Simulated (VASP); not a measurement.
Here is a VASP 6.6.1 calculation.

Contents of INCAR:

```
SYSTEM = Tl3Ge
PREC     = Accurate       ! precision mode
ENCUT    = 520            ! plane-wave cutoff, eV
EDIFF    = 1E-6           ! SCF threshold, eV
ISMEAR   = -1             ! smearing method
SIGMA    = 0.1            ! smearing width, eV
LREAL    = .False.        ! projectors in reciprocal space
LASPH    = .True.         ! aspherical terms in the spheres
NELM     = 80             ! most SCF steps
ALGO     = Normal         ! electronic algorithm
ISIF     = 2              ! what is computed and relaxed
LWAVE    = .False.        ! write WAVECAR
LCHARG   = .True.         ! write CHGCAR
GGA      = CA             ! functional
LELF     = .True.         ! ELF
LVHAR    = .True.       
NBANDS   = 34             ! bands
```

File KPOINTS:

```
regular mesh
0
Gamma
  5 5 5
  0 0 0
```

POSCAR

```
Tl3Ge
1.0
    4.8185230000      0.0000000000      0.0000000000
    0.0000000000      4.8185230000      0.0000000000
    0.0000000000      0.0000000000      4.8185230000
Tl Ge
3 1
Direct
   -0.0415064948      0.5000000000      0.5000000000
    0.5000000000      0.0000000000      0.5000000000
    0.5000000000      0.5000000000      0.0000000000
    0.0000000000      0.0000000000      0.0000000000
```

Potentials or basis: VASP PAW LDA potentials, release 64 (Tl_d, Ge_d).

Command:

```sh
$ cat potpaw_LDA.64/Tl_d/POTCAR potpaw_LDA.64/Ge_d/POTCAR > POTCAR
$ mpirun -np 1 vasp_std > vasp.out
```

Question: What does it give for the largest force?

Answer: 0.420 eV/Å.

Question: What does it give for the band gap on the k mesh?

Answer: Zero (an odd number of electrons rules out a gap without spin polarisation).

Question: Estimate the pressure.

Answer: -4.0 GPa.

Forces on the atoms (eV/Å):
```
Tl   0.420  0.000  0.000
Tl  -0.215  0.000  0.000
Tl  -0.215  0.000  0.000
Ge   0.011  0.000  0.000
```

Caveat: the cell stands under tension; spin-orbit coupling is left out, which moves the levels of the heavy elements.
